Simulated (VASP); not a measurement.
# ScTe2 (Fm-3m) in VASP: notebook

ScTe2 is run at these levels: PBE; tasks: single point, relaxation of cell and atoms.

Everything below comes from runs of VASP 6.6.1. Logs are shortened: lines on timing, memory, paths and dates and some standing lists are left out, and cuts for length are marked.

## (1) The cell of the first run

It takes space group Fm-3m (No. 225, cubic). The conventional cell has a = 7.158 Å, b = 7.158 Å, c = 7.158 Å, α = 90.00°, β = 90.00°, γ = 90.00°. Sc (site symmetry m-3m) has 8 Te at 3.10 Å within 4.1 Å. Within 4.1 Å of Te (site symmetry -43m) lie 4 Sc at 3.10 Å and 6 Te at 3.58 Å.

## (2) Single point, PBE

The input, INCAR:

```
SYSTEM = ScTe2
PREC = Accurate ; ENCUT = 520
EDIFF = 1E-6 ; ISMEAR = 0
SIGMA = 0.1 ; LREAL = .False.
LASPH = .True. ; NELM = 100
ALGO = Normal ; ISIF = 2
LWAVE = .False. ; LCHARG = .False.
GGA = PE ; NBANDS = 18
```

The input, KPOINTS:

```
Automatic mesh
0
Gamma
  4 4 4
  0 0 0
```

The input, POSCAR:

```
ScTe2
1.0
    0.0000000000      3.5790087378      3.5790087378
    3.5790087378      0.0000000000      3.5790087378
    3.5790087378      3.5790087378      0.0000000000
Sc Te
1 2
Direct
    0.0000000000      0.0000000000      0.0000000000
    0.2500000000      0.2500000000      0.2500000000
    0.7500000000      0.7500000000      0.7500000000
```

Potentials or basis: VASP PAW PBE potentials, release 64 (Sc_sv, Te).

Launch:

```
$ cat potpaw_PBE.64/Sc_sv/POTCAR potpaw_PBE.64/Te/POTCAR > POTCAR
$ mpirun -np 1 vasp_std > vasp.out
```

OUTCAR:

```text
SYSTEM = ScTe2
   PREC = Accurate
   ENCUT = 520
   EDIFF = 1E-6
   ISMEAR = 0
   LREAL = .False.
   LASPH = .True.
   NELM = 100
   ISIF = 2
   GGA = PE

 ion  position               nearest neighbor table
   1  0.000  0.000  0.000-   3 3.10   3 3.10   3 3.10   2 3.10   3 3.10   2 3.10   2 3.10   2 3.10

   2  0.250  0.250  0.250-   1 3.10   1 3.10   1 3.10   1 3.10   3 3.58   3 3.58   3 3.58   3 3.58
                             3 3.58   3 3.58
   3  0.750  0.750  0.750-   1 3.10   1 3.10   1 3.10   1 3.10   2 3.58   2 3.58   2 3.58   2 3.58
                             2 3.58   2 3.58

  LATTYP: Found a face centered cubic cell.
 ALAT       =     7.1580174756

  Lattice vectors:

 A1 = (   0.0000000000,   3.5790087378,   3.5790087378)
 A2 = (   3.5790087378,   0.0000000000,   3.5790087378)
 A3 = (   3.5790087378,   3.5790087378,   0.0000000000)

Analysis of symmetry for initial positions (statically):
=====================================================================
 Subroutine PRICEL returns:
 Original cell was already a primitive cell.

 Routine SETGRP: Setting up the symmetry group for a
 face centered cubic supercell.

 Subroutine GETGRP returns: Found 48 space group operations
 (whereof 48 operations were pure point group operations)
 out of a pool of 48 trial point group operations.

The static configuration has the point symmetry O_h .

Analysis of symmetry for dynamics (positions and initial velocities):
=====================================================================
 Subroutine PRICEL returns:
 Original cell was already a primitive cell.

 Routine SETGRP: Setting up the symmetry group for a
 face centered cubic supercell.

 Subroutine GETGRP returns: Found 48 space group operations
 (whereof 48 operations were pure point group operations)
 out of a pool of 48 trial point group operations.

The dynamic configuration has the point symmetry O_h .

 Subroutine INISYM returns: Found 48 space group operations
 (whereof 48 operations are pure point group operations),
 and found     1 'primitive' translations

----------------------------------------------------------------------------------------

                                     Primitive cell

  volume of cell :      91.6892

  direct lattice vectors                    reciprocal lattice vectors
     0.000000000  3.579008738  3.579008738    -0.139703487  0.139703487  0.139703487
     3.579008738  0.000000000  3.579008738     0.139703487 -0.139703487  0.139703487
     3.579008738  3.579008738  0.000000000     0.139703487  0.139703487 -0.139703487

  length of vectors
     5.061482697  5.061482697  5.061482697     0.241973537  0.241973537  0.241973537

  position of ions in fractional coordinates (direct lattice)
     0.000000000  0.000000000  0.000000000
     0.250000000  0.250000000  0.250000000
     0.750000000  0.750000000  0.750000000

  ion indices of the primitive-cell ions
   primitive index   ion index
                 1           1
                 2           2
                 3           3

----------------------------------------------------------------------------------------

 KPOINTS: Automatic mesh

Automatic generation of k-mesh.
 Grid dimensions read from file:
 generate k-points for:    4    4    4

 Generating k-lattice:

  Cartesian coordinates                     Fractional coordinates (reciprocal lattice)
    -0.034925872  0.034925872  0.034925872     0.250000000  0.000000000  0.000000000
     0.034925872 -0.034925872  0.034925872     0.000000000  0.250000000  0.000000000
     0.034925872  0.034925872 -0.034925872     0.000000000  0.000000000  0.250000000

  Length of vectors
     0.060493384  0.060493384  0.060493384

  Shift w.r.t. Gamma in fractional coordinates (k-lattice)
     0.000000000  0.000000000  0.000000000

 Subroutine IBZKPT returns following result:
 ===========================================

 Found      8 irreducible k-points:

 Following reciprocal coordinates:
            Coordinates               Weight
  0.000000  0.000000  0.000000      1.000000
  0.250000  0.000000  0.000000      8.000000
  0.500000  0.000000  0.000000      4.000000
  0.250000  0.250000  0.000000      6.000000
  0.500000  0.250000  0.000000     24.000000
 -0.250000  0.250000  0.000000     12.000000
  0.500000  0.500000  0.000000      3.000000
 -0.250000  0.500000  0.250000      6.000000
   k-points           NKPTS =      8   k-points in BZ     NKDIM =      8   number of bands    NBANDS=     18
   number of dos      NEDOS =    301   number of ions     NIONS =      3
   total plane-waves  NPLWV =  64000
   dimension x,y,z NGX =    40 NGY =   40 NGZ =   40
   dimension x,y,z NGXF=    80 NGYF=   80 NGZF=   80
   ions per type =               1   2
   NGX,Y,Z   is equivalent  to a cutoff of  13.14, 13.14, 13.14 a.u.
   NGXF,Y,Z  is equivalent  to a cutoff of  26.28, 26.28, 26.28 a.u.
 SYSTEM =  ScTe2
   PREC   = accura    normal or accurate (medium, high low for compatibility)
   ISTART =      0    job   : 0-new  1-cont  2-samecut
   ICHARG =      2    charge: 1-file 2-atom 10-const
   ISPIN  =      1    spin polarized calculation?
   LNONCOLLINEAR =      F non collinear calculations
   LSORBIT =      F    spin-orbit coupling
   LASPH  =      T    aspherical Exc in radial PAW
   ENCUT  =  520.0 eV  38.22 Ry    6.18 a.u.   9.41  9.41  9.41*2*pi/ulx,y,z
   NELM   =    100;   NELMIN=  2; NELMDL= -5     # of ELM steps
   EDIFF  = 0.1E-05   stopping-criterion for ELM
   LREAL  =      F    real-space projection
   EDIFFG = 0.1E-04   stopping-criterion for IOM
   NSW    =      0    number of steps for IOM
   IBRION =     -1    ionic relax: 0-MD 1-quasi-New 2-CG
   NFREE  =      0    steps in history (QN), initial steepest desc. (CG)
   ISIF   =      2    stress and relaxation
   ISYM   =      2    0-nonsym 1-usesym 2-fastsym
   POTIM  = 0.5000    time-step for ionic-motion
   TEBEG  =    0.0;   TEEND  =   0.0 temperature during run
   PSTRESS=    0.0 pullay stress
   NELECT =      23.0000    total number of electrons
   NUPDOWN=      -1.0000    fix difference up-down
   EMIN   =  10.00;   EMAX   =-10.00  energy-range for DOS
   EFERMI =   0.00;   METHOD = LEGACY
   ISMEAR =     0;   SIGMA  =   0.10  broadening in eV -4-tet -1-fermi 0-gaus
   EFERMI_NEDOS =   21; number of points for ismear=-14 and -15
   IALGO  =     38    algorithm
   IMIX   =      4    mixing-type and parameters
     AMIX     =   0.40;   BMIX     =  1.00
     AMIX_MAG =   1.60;   BMIX_MAG =  1.00
  volume/ion in A,a.u.               =      30.56       206.25
  Fermi-wavevector in a.u.,A,eV,Ry     =   1.032471  1.951088 14.503772  1.065997
  Thomas-Fermi vector in A             =   2.166671
   LORBIT       =      0    0 simple, 1 ext, 2 COOP (PROOUT), +10 PAW based schemes
   GGA     = PE    functional components
   LHFCALC =     F    Hartree Fock is set to
   AEXX    =    0.0000 exact exchange contribution
   IVDW    =     0    specifies the selected vdW correction
   LEPSILON=     F    determine dielectric tensor
   LRPA    =     F    only Hartree local field effects (RPA)
 non-spin polarized calculation
 Gauss-broadening in eV      SIGMA  =   0.10
  energy-cutoff  :      520.00
  volume of cell :       91.69
 maximum number of plane-waves:      2488
 NGX is ok and might be reduce to    40
   NGX = 19   NGY = 19   NGZ = 19

 number of electron      23.0000001 magnetization

 Free energy of the ion-electron system (eV)
  ---------------------------------------------------
  ext. energy  EPLUGINS =         0.00000000
  ---------------------------------------------------
  free energy    TOTEN  =       -14.77109623 eV

  energy without entropy =      -14.73681643  energy(sigma->0) =      -14.75395633

 E-fermi :   5.2437     XC(G=0):  -9.2033

 val. band max:        5.2294374375   @ k =   0.5000   0.2500   0.0000
 cond. band min:       5.2976559171   @ k =  -0.2500   0.2500   0.0000
 fundamental gap:      0.0682184796
 Fermi energy:         5.2436900315

 k-point     1 :       0.0000    0.0000    0.0000
  band No.  band energies     occupation
      1     -44.8209      2.00000
      2     -23.4306      2.00000
      3     -23.4306      2.00000
      4     -23.4306      2.00000
      5      -6.8630      2.00000
      6      -3.8883      2.00000
      7       1.8552      2.00000
      8       1.8552      2.00000
      9       1.8552      2.00000
     10       5.3187      0.28888
     11       5.3187      0.28888
     12       5.3187      0.28888
     13       6.3021      0.00000
     14       6.3021      0.00000
     15       8.5153      0.00000
     16       8.5153      0.00000
     17       8.5173      0.00000
     18       8.8669      0.00000

 k-point     2 :       0.2500    0.0000    0.0000
  band No.  band energies     occupation
      1     -44.8208      2.00000
      2     -23.4335      2.00000
      3     -23.4310      2.00000
      4     -23.4310      2.00000
      5      -6.4897      2.00000
      6      -4.4600      2.00000
      7       2.1192      2.00000
      8       2.1192      2.00000
      9       2.4531      2.00000
     10       3.9682      2.00000
     11       4.1995      2.00000
     12       4.1995      2.00000
     13       6.6890      0.00000
     14       6.6890      0.00000
     15       7.3293      0.00000
     16       8.2918      0.00000
     17       8.2918      0.00000
     18       9.9637      0.00000

 k-point     3 :       0.5000    0.0000    0.0000
  band No.  band energies     occupation
      1     -44.8207      2.00000
      2     -23.4364      2.00000
      3     -23.4314      2.00000
      4     -23.4314      2.00000
      5      -5.6139      2.00000
      6      -5.4772      2.00000
      7       2.6418      2.00000
      8       2.6418      2.00000
      9       2.6897      2.00000
     10       3.2615      2.00000
     11       3.2615      2.00000
     12       3.3022      2.00000
     13       6.5239      0.00000
     14       6.5239      0.00000
     15       7.2630      0.00000
     16       8.4867      0.00000
     17       8.4867      0.00000
     18      11.3099      0.00000

 k-point     4 :       0.2500    0.2500    0.0000
  band No.  band energies     occupation
      1     -44.8208      2.00000
      2     -23.4337      2.00000
      3     -23.4316      2.00000
      4     -23.4316      2.00000
      5      -6.3918      2.00000
      6      -4.4949      2.00000
      7       1.7006      2.00000
      8       1.7006      2.00000
      9       2.1399      2.00000
     10       3.7463      2.00000
     11       5.1467      1.82967
     12       5.1467      1.82967
     13       6.3733      0.00000
     14       6.5306      0.00000
     15       7.9289      0.00000
     16       7.9289      0.00000
     17       8.3968      0.00000
     18       8.7706      0.00000

 k-point     5 :       0.5000    0.2500    0.0000
  band No.  band energies     occupation
      1     -44.8207      2.00000
      2     -23.4356      2.00000
      3     -23.4329      2.00000
      4     -23.4320      2.00000
      5      -5.7615      2.00000
      6      -5.1377      2.00000
      7       1.0004      2.00000
      8       1.7575      2.00000
      9       1.9075      2.00000
     10       4.2761      2.00000
     11       4.5137      2.00000
     12       5.2294      1.15974
     13       6.5282      0.00000
     14       6.6802      0.00000
     15       7.4941      0.00000
     16       8.1631      0.00000
     17       8.2820      0.00000
     18       9.5598      0.00000

 k-point     6 :      -0.2500    0.2500    0.0000
  band No.  band energies     occupation
      1     -44.8207      2.00000
      2     -23.4347      2.00000
      3     -23.4331      2.00000
      4     -23.4314      2.00000
      5      -5.9626      2.00000
      6      -5.0062      2.00000
      7       1.1861      2.00000
      8       2.3754      2.00000
      9       2.7638      2.00000
     10       3.0720      2.00000
     11       3.8011      2.00000
     12       5.2977      0.44535
     13       6.5006      0.00000
     14       6.8701      0.00000
     15       7.5133      0.00000
     16       8.0317      0.00000
     17       8.2829      0.00000
     18      10.0030      0.00000

 k-point     7 :       0.5000    0.5000    0.0000
  band No.  band energies     occupation
      1     -44.8207      2.00000
      2     -23.4367      2.00000
      3     -23.4325      2.00000
      4     -23.4325      2.00000
      5      -5.7636      2.00000
      6      -4.9460      2.00000
      7       0.1889      2.00000
      8       1.5668      2.00000
      9       1.5668      2.00000
     10       4.8683      2.00000
     11       4.8683      2.00000
     12       5.8941      0.00000
     13       6.7940      0.00000
     14       6.9255      0.00000
     15       7.3134      0.00000
     16       8.4786      0.00000
     17       8.4786      0.00000
     18       9.2005      0.00000

 k-point     8 :      -0.2500    0.5000    0.2500
  band No.  band energies     occupation
      1     -44.8207      2.00000
      2     -23.4346      2.00000
      3     -23.4346      2.00000
      4     -23.4325      2.00000
      5      -5.4022      2.00000
      6      -5.4022      2.00000
      7       0.5990      2.00000
      8       0.9269      2.00000
      9       3.1238      2.00000
     10       3.1238      2.00000
     11       4.9714      1.99988
     12       6.5720      0.00000
     13       6.5879      0.00000
     14       6.7827      0.00000
     15       7.4507      0.00000
     16       7.4507      0.00000
     17       8.8018      0.00000
     18       9.8583      0.00000

------------------------ aborting loop because EDIFF is reached ----------------------------------------

  FORCE on cell =-STRESS in cart. coord.  units (eV):
  Direction    XX          YY          ZZ          XY          YZ          ZX
  --------------------------------------------------------------------------------------
  -------------------------------------------------------------------------------------
  Total       -0.1909045     -0.1909045     -0.1909045      0.0000000      0.0000000      0.0000000
  in kB       -3.3358644     -3.3358644     -3.3358644      0.0000000      0.0000000      0.0000000
  external PRESSURE =      -3.3358644 kB  Pullay stress =       0.0000000 kB

 VOLUME and BASIS-vectors are now :
 -----------------------------------------------------------------------------
  energy-cutoff  :      520.00
  volume of cell :       91.69
      direct lattice vectors                 reciprocal lattice vectors
     0.000000000  3.579008738  3.579008738    -0.139703487  0.139703487  0.139703487
     3.579008738  0.000000000  3.579008738     0.139703487 -0.139703487  0.139703487
     3.579008738  3.579008738  0.000000000     0.139703487  0.139703487 -0.139703487

 POSITION                                       TOTAL-FORCE (eV/Angst)
 -----------------------------------------------------------------------------------
      0.00000      0.00000      0.00000         0.000000      0.000000      0.000000
      1.78950      1.78950      1.78950        -0.000000      0.000000      0.000000
      5.36851      5.36851      5.36851        -0.000000     -0.000000     -0.000000
 -----------------------------------------------------------------------------------
    total drift:                               -0.000000      0.000000      0.000000

  FREE ENERGIE OF THE ION-ELECTRON SYSTEM (eV)
  ---------------------------------------------------
  free  energy   TOTEN  =       -14.7710962323 eV

  energy  without entropy=      -14.7368164344  energy(sigma->0) =      -14.75395633
```

Run time: 33 s. Hardware: 1 thread of AMD EPYC 7R43 (Zen 3), shared host; peak memory 0.2 GiB.

Results:

```yaml
Free_energy: -14.7711 eV
Pressure: -0.3 GPa
Band_gap_on_the_k_mesh: zero (an odd number of electrons rules out a gap without spin polarisation)
```

Caveat: the k points lie up to 0.38 Å⁻¹ apart, too coarse for converged energies and pressures of a metal; spin-orbit coupling is left out, which moves the levels of the heavy elements.

## (3) Relaxation of cell and atoms, PBE

This run uses another cell than the first one, of 27.77 Å³/atom.

The input, INCAR:

```
SYSTEM = ScTe2
PREC     = Accurate       ! precision mode
ENCUT    = 600            ! plane-wave cutoff, eV
EDIFF    = 1E-7           ! SCF threshold, eV
ISMEAR   = 0              ! smearing method
SIGMA    = 0.1            ! smearing width, eV
LREAL    = .False.        ! projectors in reciprocal space
LASPH    = .True.         ! aspherical terms in the spheres
NELM     = 100            ! most SCF steps
ALGO     = Normal         ! electronic algorithm
ISIF     = 3              ! what is computed and relaxed
LWAVE    = .False.        ! write WAVECAR
LCHARG   = .False.        ! write CHGCAR
GGA      = PE             ! functional
IBRION   = 2              ! ionic algorithm
NSW      = 90             ! ionic steps
EDIFFG   = -0.04          ! ionic threshold
```

KPOINTS is that of step 2.

The input, POSCAR:

```
ScTe2
1.0
    0.0000000000      3.4664118258      3.4664118258
    3.4664118258      0.0000000000      3.4664118258
    3.4664118258      3.4664118258      0.0000000000
Sc Te
1 2
Direct
    0.0000000000      0.0000000000      0.0000000000
    0.2500000000      0.2500000000      0.2500000000
    0.7500000000      0.7500000000      0.7500000000
```

Potentials or basis: VASP PAW PBE potentials, release 64 (Sc_sv, Te).

Launch:

```
$ cat potpaw_PBE.64/Sc_sv/POTCAR potpaw_PBE.64/Te/POTCAR > POTCAR
$ mpirun -np 1 vasp_std > vasp.out
```

It took 82 s on 1 thread of AMD EPYC 7R43 (Zen 3), shared host; peak memory 0.21 GiB.

Results (log left out):

| Property | Result |
| --- | --- |
| Free energy | -14.7714 eV |
| Relaxed volume | 30.37 Å³/atom |
| Relaxed cell | a = 5.051 Å, b = 5.051 Å, c = 5.051 Å, α = 60.00°, β = 60.00°, γ = 60.00° |
| Space group after relaxing (to 0.1 Å) | Fm-3m (No. 225) |
| Energy gained by relaxing | 42.2 meV/atom |
| Ionic steps | 3 |
| Pressure after relaxing | 0.0 GPa |
| Band gap on the k mesh | zero (an odd number of electrons rules out a gap without spin polarisation) |

The path:
```
step  energy change (eV)  largest force (eV/Å)  pressure (GPa)  volume (Å³)
   1              0.0000                0.0000            5.62        83.30
   2             -0.0932                0.0000           -2.26        95.61
   3             -0.1265                0.0000            0.00        91.10
```

Final structure:
```
Sc Te
1.0
     0.00000    3.57127    3.57127
     3.57127    0.00000    3.57127
     3.57127    3.57127    0.00000
Sc Te
1 2
Direct
  0.00000 0.00000 0.00000
  0.25000 0.25000 0.25000
  0.75000 0.75000 0.75000
```

Levels at points of the mesh, in eV from the Fermi level:
```tsv
k point	band 8	band 9	band 10	band 11	band 12	band 13	band 14	band 15
(0.00, 0.00, 0.00)	-3.42	-3.42	0.08	0.08	0.08	1.05	1.05	3.30
(0.50, 0.00, 0.00)	-2.63	-2.57	-2.00	-2.00	-1.95	1.28	1.28	2.04
(0.50, 0.50, 0.00)	-3.71	-3.71	-0.38	-0.38	0.64	1.55	1.70	2.09
```

Caveat: the k points lie up to 0.38 Å⁻¹ apart in the final cell, too coarse for converged energies and pressures of a metal; spin-orbit coupling is left out, which moves the levels of the heavy elements.
